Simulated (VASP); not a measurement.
Input of a VASP 6.6.1 run:

Contents of INCAR:

```
SYSTEM = Ag
ALGO     = Normal         ! electronic algorithm
EDIFF    = 1E-7           ! SCF threshold, eV
ENCUT    = 520            ! plane-wave cutoff, eV
GGA      = CA             ! functional
ISIF     = 2              ! what is computed and relaxed
ISMEAR   = -1             ! smearing method
LASPH    = .TRUE.         ! aspherical terms in the spheres
LCHARG   = .TRUE.         ! write CHGCAR
LELF     = .TRUE.         ! ELF
LREAL    = .FALSE.        ! projectors in reciprocal space
LVHAR    = .TRUE.       
LWAVE    = .FALSE.        ! write WAVECAR
NBANDS   = 12             ! bands
NELM     = 60             ! most SCF steps
PREC     = Accurate       ! precision mode
SIGMA    = 0.15           ! smearing width, eV
```

KPOINTS

```
k-points
0
G
  16 16 16
  0 0 0
```

File POSCAR:

```
Ag
1.0
    0.0000000000      2.0011763467      2.0011763467
    2.0011763467      0.0000000000      2.0011763467
    2.0011763467      2.0011763467      0.0000000000
Ag
1
Direct
    0.0000000000      0.0000000000      0.0000000000
```

Potentials or basis: VASP PAW LDA potentials, release 64 (Ag).

Run with:

```bash
$ cat potpaw_LDA.64/Ag/POTCAR > POTCAR
$ mpirun -np 1 vasp_std > vasp.out
```

Problem. Estimate the pressure.

Solution. 0.1 GPa.
